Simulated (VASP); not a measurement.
# Tl (Fd-3m) in VASP: single point with PBEsol

Aim: the single point of Tl with PBEsol.

Program: VASP 6.6.1. These are calculated values, not measurements. Logs are shortened: lines on timing, memory, paths and dates and some standing lists are left out, and cuts for length are marked.

### 1 The cell of the first run

The structure is cubic, space group Fd-3m (No. 227). The conventional cell has a = 6.878 Å, b = 6.878 Å, c = 6.878 Å, α = 90.00°, β = 90.00°, γ = 90.00°. Tl (site symmetry -43m) has 4 Tl at 2.98 Å within 3.9 Å.

This isn't the form of Tl at room conditions, which is hcp.

### 2 Single point, PBEsol

File POSCAR:

```
Tl
1.0
    0.0000000000      3.4388846250      3.4388846250
    3.4388846250      0.0000000000      3.4388846250
    3.4388846250      3.4388846250      0.0000000000
Tl
2
Direct
   -0.1250000000     -0.1250000000     -0.1250000000
    0.1250000000      0.1250000000      0.1250000000
```

File INCAR.step1:

```
SYSTEM = Tl
PREC = Accurate
ENCUT = 520
EDIFF = 1E-6
ISMEAR = -1
SIGMA = 0.1
LREAL = .False.
LASPH = .True.
NELM = 80
ALGO = Normal
ISIF = 2
LWAVE = .False.
LCHARG = .True.
GGA = PS
NBANDS = 20
```

File KPOINTS.step1:

```
regular mesh
0
Gamma
  10 10 10
  0 0 0
```

File INCAR.step2:

```
SYSTEM = Tl
PREC = Accurate
ENCUT = 520
EDIFF = 1E-6
ISMEAR = -5
SIGMA = 0.1
LREAL = .False.
LASPH = .True.
NELM = 80
ALGO = Normal
ISIF = 2
LWAVE = .False.
LCHARG = .False.
GGA = PS
LORBIT = 11
NBANDS = 20
NEDOS = 1001
ICHARG = 11
```

File KPOINTS.step2:

```
regular mesh
0
Gamma
  15 15 15
  0 0 0
```

Potentials or basis: VASP PAW PBE potentials, release 64 (Tl_d).

Launch:

```sh
> cat potpaw_PBE.64/Tl_d/POTCAR > POTCAR
> cp INCAR.step1 INCAR
> cp KPOINTS.step1 KPOINTS
> mpirun -np 1 vasp_std > vasp.out
> cp INCAR.step2 INCAR
> cp KPOINTS.step2 KPOINTS
> mpirun -np 1 vasp_std > vasp.out
```

OUTCAR:

```text
SYSTEM = Tl
   PREC = Accurate
   ENCUT = 520
   EDIFF = 1E-6
   ISMEAR = -5
   LREAL = .False.
   LASPH = .True.
   NELM = 80
   ISIF = 2
   GGA = PS
   LORBIT = 11
   ICHARG = 11

 ion  position               nearest neighbor table
   1  0.875  0.875  0.875-   2 2.98   2 2.98   2 2.98   2 2.98
   2  0.125  0.125  0.125-   1 2.98   1 2.98   1 2.98   1 2.98

  LATTYP: Found a face centered cubic cell.
 ALAT       =     6.8777692500

  Lattice vectors:

 A1 = (   0.0000000000,   3.4388846250,   3.4388846250)
 A2 = (   3.4388846250,   0.0000000000,   3.4388846250)
 A3 = (   3.4388846250,   3.4388846250,   0.0000000000)

Analysis of symmetry for initial positions (statically):
=====================================================================
 Subroutine PRICEL returns:
 Original cell was already a primitive cell.

 Routine SETGRP: Setting up the symmetry group for a
 face centered cubic supercell.

 Subroutine GETGRP returns: Found 48 space group operations
 (whereof 12 operations were pure point group operations)
 out of a pool of 48 trial point group operations.

The static configuration has the point symmetry D_3d.
 The point group associated with its full space group is O_h .

Analysis of symmetry for dynamics (positions and initial velocities):
=====================================================================
 Subroutine PRICEL returns:
 Original cell was already a primitive cell.

 Routine SETGRP: Setting up the symmetry group for a
 face centered cubic supercell.

 Subroutine GETGRP returns: Found 48 space group operations
 (whereof 12 operations were pure point group operations)
 out of a pool of 48 trial point group operations.

The dynamic configuration has the point symmetry D_3d.
 The point group associated with its full space group is O_h .

 Subroutine INISYM returns: Found 48 space group operations
 (whereof 12 operations are pure point group operations),
 and found     1 'primitive' translations

----------------------------------------------------------------------------------------

                                     Primitive cell

  volume of cell :      81.3360

  direct lattice vectors                    reciprocal lattice vectors
     0.000000000  3.438884625  3.438884625    -0.145395980  0.145395980  0.145395980
     3.438884625  0.000000000  3.438884625     0.145395980 -0.145395980  0.145395980
     3.438884625  3.438884625  0.000000000     0.145395980  0.145395980 -0.145395980

  length of vectors
     4.863317276  4.863317276  4.863317276     0.251833224  0.251833224  0.251833224

  position of ions in fractional coordinates (direct lattice)
     0.875000000  0.875000000  0.875000000
     0.125000000  0.125000000  0.125000000

  ion indices of the primitive-cell ions
   primitive index   ion index
                 1           1
                 2           2

----------------------------------------------------------------------------------------

 KPOINTS: regular mesh

Automatic generation of k-mesh.
 Grid dimensions read from file:
 generate k-points for:   15   15   15

 Generating k-lattice:

  Cartesian coordinates                     Fractional coordinates (reciprocal lattice)
    -0.009693065  0.009693065  0.009693065     0.066666667  0.000000000  0.000000000
     0.009693065 -0.009693065  0.009693065     0.000000000  0.066666667  0.000000000
     0.009693065  0.009693065 -0.009693065     0.000000000  0.000000000  0.066666667

  Length of vectors
     0.016788882  0.016788882  0.016788882

  Shift w.r.t. Gamma in fractional coordinates (k-lattice)
     0.000000000  0.000000000  0.000000000

 TETIRR: Found    484 inequivalent tetrahedra from    20250

 Subroutine IBZKPT returns following result:
 ===========================================

 Found    120 irreducible k-points:

 Following reciprocal coordinates:
            Coordinates               Weight
  0.000000  0.000000  0.000000      1.000000
  0.066667  0.000000  0.000000      8.000000
  0.133333  0.000000  0.000000      8.000000
  0.200000  0.000000  0.000000      8.000000
  0.266667  0.000000  0.000000      8.000000
  0.333333  0.000000  0.000000      8.000000
[... 16 lines left out ...]
  0.133333  0.133333  0.000000      6.000000
  0.200000  0.133333  0.000000     24.000000
 [... further k-points ...]
   k-points           NKPTS =    120   k-points in BZ     NKDIM =    120   number of bands    NBANDS=     20
   number of dos      NEDOS =   1001   number of ions     NIONS =      2
   total plane-waves  NPLWV =  46656
   dimension x,y,z NGX =    36 NGY =   36 NGZ =   36
   dimension x,y,z NGXF=    72 NGYF=   72 NGZF=   72
   ions per type =               2
   NGX,Y,Z   is equivalent  to a cutoff of  12.31, 12.31, 12.31 a.u.
   NGXF,Y,Z  is equivalent  to a cutoff of  24.61, 24.61, 24.61 a.u.
 SYSTEM =  Tl
   PREC   = accura    normal or accurate (medium, high low for compatibility)
   ISTART =      0    job   : 0-new  1-cont  2-samecut
   ICHARG =     11    charge: 1-file 2-atom 10-const
   ISPIN  =      1    spin polarized calculation?
   LNONCOLLINEAR =      F non collinear calculations
   LSORBIT =      F    spin-orbit coupling
   LASPH  =      T    aspherical Exc in radial PAW
   ENCUT  =  520.0 eV  38.22 Ry    6.18 a.u.   9.04  9.04  9.04*2*pi/ulx,y,z
   NELM   =     80;   NELMIN=  2; NELMDL=  0     # of ELM steps
   EDIFF  = 0.1E-05   stopping-criterion for ELM
   LREAL  =      F    real-space projection
   EDIFFG = 0.1E-04   stopping-criterion for IOM
   NSW    =      0    number of steps for IOM
   IBRION =     -1    ionic relax: 0-MD 1-quasi-New 2-CG
   NFREE  =      0    steps in history (QN), initial steepest desc. (CG)
   ISIF   =      2    stress and relaxation
   ISYM   =      2    0-nonsym 1-usesym 2-fastsym
   POTIM  = 0.5000    time-step for ionic-motion
   TEBEG  =    0.0;   TEEND  =   0.0 temperature during run
   PSTRESS=    0.0 pullay stress
   NELECT =      26.0000    total number of electrons
   NUPDOWN=      -1.0000    fix difference up-down
   EMIN   =  10.00;   EMAX   =-10.00  energy-range for DOS
   EFERMI =   0.00;   METHOD = LEGACY
   ISMEAR =    -5;   SIGMA  =   0.10  broadening in eV -4-tet -1-fermi 0-gaus
   EFERMI_NEDOS =   21; number of points for ismear=-14 and -15
   IALGO  =     38    algorithm
   IMIX   =      4    mixing-type and parameters
     AMIX     =   0.40;   BMIX     =  1.00
     AMIX_MAG =   1.60;   BMIX_MAG =  1.00
  volume/ion in A,a.u.               =      40.67       274.44
  Fermi-wavevector in a.u.,A,eV,Ry     =   1.119365  2.115293 17.047797  1.252978
  Thomas-Fermi vector in A             =   2.256003
   LORBIT       =     11    0 simple, 1 ext, 2 COOP (PROOUT), +10 PAW based schemes
   GGA     = PS    functional components
   LHFCALC =     F    Hartree Fock is set to
   AEXX    =    0.0000 exact exchange contribution
   IVDW    =     0    specifies the selected vdW correction
   LEPSILON=     F    determine dielectric tensor
   LRPA    =     F    only Hartree local field effects (RPA)
 non-spin polarized calculation
 Fermi weights with tetrahedron method with Bloechl corrections
  energy-cutoff  :      520.00
  volume of cell :       81.34
 maximum number of plane-waves:      2205

 number of electron      25.9999994 magnetization

 Free energy of the ion-electron system (eV)
  ---------------------------------------------------
  ext. energy  EPLUGINS =         0.00000000
  ---------------------------------------------------
  free energy    TOTEN  =        -4.37498065 eV

  energy without entropy =       -4.37498065  energy(sigma->0) =       -4.37498065

 E-fermi :   3.1656     XC(G=0):  -8.4464

 val. band max:        3.1645410626   @ k =  -0.4000   0.3333   0.0667
 cond. band min:       3.2228257517   @ k =   0.4000   0.1333   0.0667
 fundamental gap:      0.0582846890
 Fermi energy:         3.1655576236

 k-point     1 :       0.0000    0.0000    0.0000
  band No.  band energies     occupation
      1      -8.6822      2.00000
      2      -8.6822      2.00000
      3      -8.6822      2.00000
      4      -8.5952      2.00000
      5      -8.5952      2.00000
      6      -7.9658      2.00000
[... 12 lines left out ...]
     19       8.1832      0.00000
     20      11.9045      0.00000

 k-point     2 :       0.0667    0.0000    0.0000
  band No.  band energies     occupation
      1      -8.6920      2.00000
      2      -8.6920      2.00000
      3      -8.6816      2.00000
      4      -8.5820      2.00000
      5      -8.5820      2.00000
      6      -7.9734      2.00000
[... 12 lines left out ...]
     19       8.6556      0.00000
     20      11.7075      0.00000

 k-point     3 :       0.1333    0.0000    0.0000
  band No.  band energies     occupation
      1      -8.7102      2.00000
      2      -8.7102      2.00000
      3      -8.6799      2.00000
      4      -8.5542      2.00000
      5      -8.5542      2.00000
      6      -7.9943      2.00000
[... 12 lines left out ...]
     19       9.5053      0.00000
     20      11.3532      0.00000

 k-point     4 :       0.2000    0.0000    0.0000
  band No.  band energies     occupation
      1      -8.7262      2.00000
      2      -8.7262      2.00000
      3      -8.6775      2.00000
      4      -8.5251      2.00000
      5      -8.5251      2.00000
      6      -8.0238      2.00000
[... 12 lines left out ...]
     19       9.9578      0.00000
     20      11.3614      0.00000

 k-point     5 :       0.2667    0.0000    0.0000
  band No.  band energies     occupation
      1      -8.7372      2.00000
      2      -8.7372      2.00000
      3      -8.6747      2.00000
      4      -8.5014      2.00000
      5      -8.5014      2.00000
      6      -8.0561      2.00000
[... 12 lines left out ...]
     19       9.8205      0.00000
     20      11.4858      0.00000

 k-point     6 :       0.3333    0.0000    0.0000
  band No.  band energies     occupation
      1      -8.7431      2.00000
      2      -8.7431      2.00000
      3      -8.6720      2.00000
      4      -8.4857      2.00000
      5      -8.4857      2.00000
      6      -8.0858      2.00000
[... 12 lines left out ...]
     19       9.9185      0.00000
     20      11.8475      0.00000

 k-point     7 :       0.4000    0.0000    0.0000
  band No.  band energies     occupation
      1      -8.7454      2.00000
      2      -8.7454      2.00000
      3      -8.6699      2.00000
      4      -8.4778      2.00000
      5      -8.4778      2.00000
      6      -8.1084      2.00000
[... 12 lines left out ...]
     19      10.9130      0.00000
     20      12.3509      0.00000
[... 277 lines left out ...]
 k-point    20 :      -0.2000    0.0667    0.0000
  band No.  band energies     occupation
      1      -8.7437      2.00000
      2      -8.7235      2.00000
      3      -8.6753      2.00000
      4      -8.5251      2.00000
      5      -8.4940      2.00000
      6      -8.0602      2.00000
[... 12 lines left out ...]
     19      10.1254      0.00000
     20      11.0385      0.00000

 k-point    21 :      -0.1333    0.0667    0.0000
  band No.  band energies     occupation
      1      -8.7292      2.00000
      2      -8.7067      2.00000
      3      -8.6824      2.00000
      4      -8.5494      2.00000
      5      -8.5244      2.00000
      6      -8.0303      2.00000
[... 12 lines left out ...]
     19       9.8995      0.00000
     20      11.1017      0.00000

 k-point    22 :      -0.0667    0.0667    0.0000
  band No.  band energies     occupation
      1      -8.7102      2.00000
      2      -8.6911      2.00000
      3      -8.6867      2.00000
      4      -8.5723      2.00000
      5      -8.5566      2.00000
      6      -8.0001      2.00000
[... 12 lines left out ...]
     19       9.1650      0.00000
     20      11.2462      0.00000

 k-point    23 :       0.1333    0.1333    0.0000
  band No.  band energies     occupation
      1      -8.7209      2.00000
      2      -8.6981      2.00000
      3      -8.6981      2.00000
      4      -8.5634      2.00000
      5      -8.5124      2.00000
      6      -8.0902      2.00000
[... 12 lines left out ...]
     19       9.6598      0.00000
     20      10.3288      0.00000

 k-point    24 :       0.2000    0.1333    0.0000
  band No.  band energies     occupation
      1      -8.7353      2.00000
      2      -8.7087      2.00000
      3      -8.6983      2.00000
      4      -8.5421      2.00000
      5      -8.4798      2.00000
      6      -8.1336      2.00000
[... 12 lines left out ...]
     19      10.1024      0.00000
     20      10.3972      0.00000

 [... further k-points ...]
[... 5 lines left out ...]
  --------------------------------------------------------------------------------------
  -------------------------------------------------------------------------------------
  Total       -0.0756986     -0.0756986     -0.0756986      0.0000000      0.0000000      0.0000000
  in kB       -1.4911305     -1.4911305     -1.4911305      0.0000000      0.0000000      0.0000000
  external PRESSURE =      -1.4911305 kB  Pullay stress =       0.0000000 kB

 VOLUME and BASIS-vectors are now :
 -----------------------------------------------------------------------------
  energy-cutoff  :      520.00
  volume of cell :       81.34
      direct lattice vectors                 reciprocal lattice vectors
     0.000000000  3.438884625  3.438884625    -0.145395980  0.145395980  0.145395980
     3.438884625  0.000000000  3.438884625     0.145395980 -0.145395980  0.145395980
     3.438884625  3.438884625  0.000000000     0.145395980  0.145395980 -0.145395980

 POSITION                                       TOTAL-FORCE (eV/Angst)
 -----------------------------------------------------------------------------------
      6.01805      6.01805      6.01805        -0.000000     -0.000000     -0.000000
      0.85972      0.85972      0.85972         0.000000      0.000000      0.000000
 -----------------------------------------------------------------------------------
    total drift:                                0.000000      0.000000      0.000000

  FREE ENERGIE OF THE ION-ELECTRON SYSTEM (eV)
  ---------------------------------------------------
  free  energy   TOTEN  =        -4.3749806535 eV

  energy  without entropy=       -4.3749806535  energy(sigma->0) =       -4.37498065

 total charge

# of ion       s       p       d       tot
------------------------------------------
    1        1.156   0.444   9.632  11.232
    2        1.156   0.444   9.632  11.232
--------------------------------------------------
tot          2.312   0.887  19.265  22.464
```

Run time: 72 s. Hardware: 1 thread of AMD EPYC 9R45 (Zen 5), shared host; peak memory 0.26 GiB.

Results:

* Valence electrons inside the program's atomic spheres: Tl 11.23

Levels at points of the mesh, in eV from the Fermi level:
| k point | band 10 | band 11 | band 12 | band 13 | band 14 | band 15 | band 16 | band 17 |
| --- | --- | --- | --- | --- | --- | --- | --- | --- |
| (0.00, 0.00, 0.00) | -11.03 | -8.99 | -0.75 | 2.46 | 2.46 | 2.46 | 4.15 | 4.15 |

Caveat: the PAW data sets were made with another functional, which shifts forces and pressure a little; spin-orbit coupling is left out, which moves the levels of the heavy elements.
